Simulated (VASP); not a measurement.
CdAg3, 4 atoms in the cell. The cell holds a sheet with vacuum, 4 atoms: a = 6.967 Å, b = 6.967 Å, c = 14.000 Å, α = 90.00°, β = 90.00°, γ = 120.00°. The cell was built from a structure type or drawn by symmetry, and may not be a known phase.

| Property | Result |
| --- | --- |
| Program | VASP 6.6.1 |
| Task | single point |
| Functional | PBE |
| Potentials or basis | VASP PAW PBE potentials, release 64 (Cd, Ag) |
| Cutoff | 520 eV |
| k mesh | 3 × 3 × 1 |
| Occupations | gaussian, width 0.1 eV |
| Spin | no spin polarisation |
| Dipole correction | yes |
| Further INCAR settings | ALGO = Normal; EDIFF = 1e-06; NBANDS = 30 |

Potentials or basis: VASP PAW PBE potentials, release 64 (Cd, Ag).

Launch:

```sh
$ cat potpaw_PBE.64/Cd/POTCAR potpaw_PBE.64/Ag/POTCAR > POTCAR
$ mpirun -np 1 vasp_std > vasp.out
```

Hardware: 1 thread of Intel(R) Xeon(R) Platinum 8488C (Sapphire Rapids), with other jobs on the host.

Problem. How long does it take, and how much memory?

Solution. It took 92 s on 1 thread of Intel(R) Xeon(R) Platinum 8488C (Sapphire Rapids), with other jobs on the host, peak memory 0.65 GiB. Counts: scf iterations 19, k points 3.
